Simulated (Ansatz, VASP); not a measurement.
# Two plane-wave programs on KI

```
CELL_PARAMETERS angstrom
0.00000 3.58818 3.58818
3.58818 0.00000 3.58818
3.58818 3.58818 0.00000
ATOMIC_POSITIONS crystal
K 0.00000 0.00000 0.00000
I 0.50000 0.50000 0.50000
```

Alike in both runs: functional PBE; k mesh 6 × 6 × 6; occupations gaussian, width 0.02 eV; no spin polarisation.

Ansatz relaxed the structure, and its values are those at the end. VASP's run is a single point on that final structure, the one shown.

|  | VASP | Ansatz |
| --- | --- | --- |
| version | VASP 6.6.1 | Ansatz 0.2.0 |
| potentials or method | VASP PAW PBE potentials, release 64 (K_sv, I), cutoff 520 eV | scalar-relativistic, plane waves, PAW |
| valence electrons in the cell | 16 | 26 |

Ansatz gave:

* gap on the k mesh at the Fermi level (eV): 3.86
* least direct gap on the mesh (eV): 3.86
* pressure (GPa): 0.0

Task: Which values does VASP return?

Result: gap on the k mesh at the Fermi level (eV): 3.86; least direct gap on the mesh (eV): 3.86; pressure (GPa): 0.1.

VASP's potentials hold 16 valence electrons a cell and Ansatz's 26, so a difference there can come from the potentials and not from the codes.

Neither program's run includes spin-orbit coupling.
